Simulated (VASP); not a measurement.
Wanted: the native input for a VASP 6.6.1 run.

```
Task                   : single point
Functional             : r2SCAN
Potentials or basis    : VASP PAW PBE potentials, release 64 (Sm)
Cutoff                 : 520 eV
k mesh                 : 14 × 14 × 14
Occupations            : gaussian, width 0.05 eV
Spin                   : collinear spin, ferromagnetic start
Starting moments       : [6.94] μB
Dipole correction      : no
Further INCAR settings : ALGO = Normal; EDIFF = 1e-07; NBANDS = 18
```

The system is Sm.

```
Sm
1.0
    -2.19300    2.19300    2.19300
     2.19300   -2.19300    2.19300
     2.19300    2.19300   -2.19300
Sm
1
Direct
  0.00000 0.00000 0.00000
```

This isn't the form of Sm at room conditions, which is rhombohedral.

The input as run:

POSCAR

```
Sm
1.0
   -2.1929959976      2.1929959976      2.1929959976
    2.1929959976     -2.1929959976      2.1929959976
    2.1929959976      2.1929959976     -2.1929959976
Sm
1
Direct
    0.0000000000      0.0000000000      0.0000000000
```

INCAR.step1

```
SYSTEM = Sm
PREC = Accurate
ENCUT = 520
ISMEAR = 0
SIGMA = 0.05
LREAL = .FALSE.
LASPH = .TRUE.
NELM = 150
ISPIN = 2
MAGMOM = 6.94
LMAXMIX = 6
NBANDS = 18
GGA = PE
ALGO = Normal
EDIFF = 1E-4
LWAVE = .TRUE.
LCHARG = .FALSE.
```

INCAR.step2

```
SYSTEM = Sm
PREC = Accurate
ENCUT = 520
EDIFF = 1E-7
ISMEAR = 0
SIGMA = 0.05
LREAL = .FALSE.
LASPH = .TRUE.
NELM = 150
ALGO = Normal
ISIF = 2
LWAVE = .FALSE.
LCHARG = .TRUE.
ISPIN = 2
MAGMOM = 6.94
LORBIT = 11
LMAXMIX = 6
METAGGA = R2SCAN
LMIXTAU = .TRUE.
LELF = .TRUE.
LVHAR = .TRUE.
NBANDS = 18
ISTART = 1
```

KPOINTS

```
regular mesh
0
G
  14 14 14
  0 0 0
```

Potentials or basis: VASP PAW PBE potentials, release 64 (Sm).

Launch:

```sh
$ cat potpaw_PBE.64/Sm/POTCAR > POTCAR
$ cp INCAR.step1 INCAR
$ mpirun -np 1 vasp_std > vasp.out
$ cp INCAR.step2 INCAR
$ mpirun -np 1 vasp_std > vasp.out
```

It gave:

```
Pressure                                              : -1.3 GPa
Net moment                                            : 7.02 μB per cell
Site moments                                          : Sm +5.71 μB
Valence electrons inside the program's atomic spheres : Sm 13.64
```

Caveat: the magnetic or orbital state may not be the lowest; the PAW data sets were made with another functional, which shifts forces and pressure a little.

Wall time 27 min on 1 thread of Oxide Virtual Turin-like Processor, with other jobs on the host, peak memory 0.25 GiB.
